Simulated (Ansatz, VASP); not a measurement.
**Two plane-wave programs on CaH5**

```
Ca H
1.0
     3.81196    0.00000    0.00000
    -1.90598    3.30125    0.00000
     0.00000    0.00000    5.17454
Ca H
1 5
Direct
  0.00000 0.00000 0.50000
  0.66667 0.33333 0.79599
  0.00000 0.00000 0.00000
  0.66667 0.33333 0.20401
  0.33333 0.66667 0.20401
  0.33333 0.66667 0.79599
```

Change from the starting cell: species swapped into the BaSn5 type (P6/mmm, No. 191).

Alike in both runs: task relaxation of cell and atoms; functional PBE; k mesh 6 × 6 × 4; occupations gaussian, width 0.1 eV; no spin polarisation.

```csv
,VASP,Ansatz
version,VASP 6.6.1,Ansatz 0.2.0
potentials or method,"VASP PAW PBE potentials, release 64 (Ca_sv, H), cutoff 600 eV","scalar-relativistic, plane waves, PAW"
valence electrons in the cell,15,15
```

```csv
,VASP,Ansatz,Ansatz less VASP
"gap on the k mesh at the Fermi level, each at its own relaxed structure (eV)",none,none,-
relaxed volume (Å³/atom),12.65,10.72,-1.929
relaxed length of the cell vector where the two differ most in proportion (Å),4.591,4.273,-0.3184
```

A gap of «none» marks a metal or a gap that the smearing closes. One of these differences is far larger than is usual between the two programs; its cause wasn't traced.

Noted on VASP's run: the volume moved by over 15 % at a fixed basis, so the end points are rough.
